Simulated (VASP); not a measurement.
Input of a VASP 6.6.1 run:

Contents of INCAR:

```
PREC = Accurate
ENCUT = 520
EDIFF = 1E-7
ISMEAR = 0
SIGMA = 0.01
LREAL = F
LASPH = T
NELM = 60
ALGO = Normal
ISIF = 2
LWAVE = F
LCHARG = F
GGA = PE
NBANDS = 28
```

KPOINTS

```
regular mesh
0
Gamma
  6 6 6
```

File POSCAR:

```
SrTiO3
1.0
    4.0136331842      0.0000000000      0.0000000000
    0.0000000000      4.0136331842      0.0000000000
    0.0000000000      0.0000000000      4.0136331842
Sr Ti O
1 1 3
Direct
    0.0000000000      0.0000000000      0.0000000000
    0.5000000000      0.5000000000      0.5000000000
    0.5000000000      0.5000000000      0.0000000000
    0.5000000000      0.0000000000      0.5000000000
    0.0000000000      0.5000000000      0.5000000000
```

Potentials or basis: VASP PAW PBE potentials, release 64 (Sr_sv, Ti_sv, O).

Command:

```console
$ cat potpaw_PBE.64/Sr_sv/POTCAR potpaw_PBE.64/Ti_sv/POTCAR potpaw_PBE.64/O/POTCAR > POTCAR
$ mpirun -np 1 vasp_std > vasp.out
```

Question: Predict the pressure.

Answer: -8.2 GPa.

Question: What does it give for the band gap on the k mesh?

Answer: 1.70 eV (least direct gap 2.09 eV).

Caveat: the cell stands under tension. A k mesh can miss the band edges.
